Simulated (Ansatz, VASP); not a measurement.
**Two plane-wave programs on Ba**

The input POSCAR:

```
Ba
1.0
    6.9960670000      0.0000000000      0.0000000000
   -3.4980335000      6.0587717486      0.0000000000
    0.0000000000      0.0000000000      3.9093940000
Ba
2
Direct
    0.3333330000      0.6666670000      0.5000000000
    0.6666670000      0.3333330000      0.5000000000
```

Contents of INCAR.step1:

```
PREC = Accurate
ENCUT = 600
ISMEAR = 1
SIGMA = 0.1
LREAL = F
LASPH = T
NELM = 100
GGA = PE
ALGO = Normal
EDIFF = 1E-4
LWAVE = T
LCHARG = F
```

File INCAR.step2:

```
PREC = Accurate
ENCUT = 600
EDIFF = 1E-6
ISMEAR = 1
SIGMA = 0.1
LREAL = F
LASPH = T
NELM = 100
ALGO = Normal
ISIF = 3
LWAVE = F
LCHARG = F
METAGGA = R2SCAN
LMIXTAU = T
IBRION = 2
NSW = 80
EDIFFG = -0.01
ISTART = 1
```

File KPOINTS:

```
Automatic mesh
0
Gamma
  4 4 7
```

Input for Ansatz:

```yaml
crystal:
  lattice:
    - [6.996067, 0.0, 0.0]
    - [-3.4980334999999987, 6.058771748577986, 0.0]
    - [0.0, 0.0, 3.909394]
  atoms:
    - { symbol: Ba, position: [0.33333299999999993, 0.666667, 0.49999999999999994] }
    - { symbol: Ba, position: [0.6666669999999999, 0.333333, 0.49999999999999994] }
basis:
  ecutwfc: 530.0
kpoints:
  mp_grid:
    grid: [4, 4, 7]
hamiltonian:
  xc: r2scan
  dispersion: none
scf:
  occupations:
    method: cold
    width: 0.1
relax:
  f_tol: 0.01
  cell: {}
```

Alike in both runs: task relaxation of cell and atoms; functional r2SCAN; k mesh 4 × 4 × 7; no spin polarisation.

|  | VASP | Ansatz |
| --- | --- | --- |
| version | VASP 6.6.1 | Ansatz 0.2.0 |
| potentials or method | VASP PAW PBE potentials, release 64 (Ba_sv), cutoff 600 eV | plane waves, PAW |
| occupations | methfessel-paxton of order 1, width 0.1 eV | cold, width 0.1 eV |
| valence electrons in the cell | 20 | 20 |

```tsv
	VASP	Ansatz	Ansatz less VASP
relaxed volume (Å³/atom)	84.78	81.72	-3.051
relaxed cell length with the largest relative difference (Å)	7.096	6.990	-0.1060
```

VASP's potentials were made for PBE, not for r2SCAN. Ansatz's warnings: structure snapped to symmetry.

Neither program's run includes spin-orbit coupling.
